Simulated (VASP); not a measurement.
Here is a VASP 6.6.1 calculation.

INCAR

```
PREC = Accurate ; ENCUT = 520
EDIFF = 1E-8 ; ISMEAR = -1
SIGMA = 0.05 ; LREAL = False
LASPH = True ; NELM = 120
ALGO = Normal ; ISIF = 2
LWAVE = False ; LCHARG = False
GGA = PS ; LEFG = True
NBANDS = 16 ; GGA_COMPAT = False
```

File KPOINTS:

```
Automatic mesh
0
Gamma
  13 13 13
```

File POSCAR:

```
TiN
1.0
    0.0000000000      2.1077579601      2.1077579601
    2.1077579601      0.0000000000      2.1077579601
    2.1077579601      2.1077579601      0.0000000000
Ti N
1 1
Direct
    0.0000000000      0.0000000000      0.0000000000
    0.5000000000      0.5000000000      0.5000000000
```

Potentials or basis: VASP PAW PBE potentials, release 64 (Ti_sv, N).

The run is started by

```bash
$ cat potpaw_PBE.64/Ti_sv/POTCAR potpaw_PBE.64/N/POTCAR > POTCAR
$ mpirun -np 1 vasp_std > vasp.out
```

**Question.** Estimate the pressure.

**Answer.** -2.0 GPa.

Caveat: without QUAD_EFG the Cq values of the log hold for a quadrupole moment of 1 mb, not for the nuclei; the PAW data sets were made with another functional, which shifts forces and pressure a little.
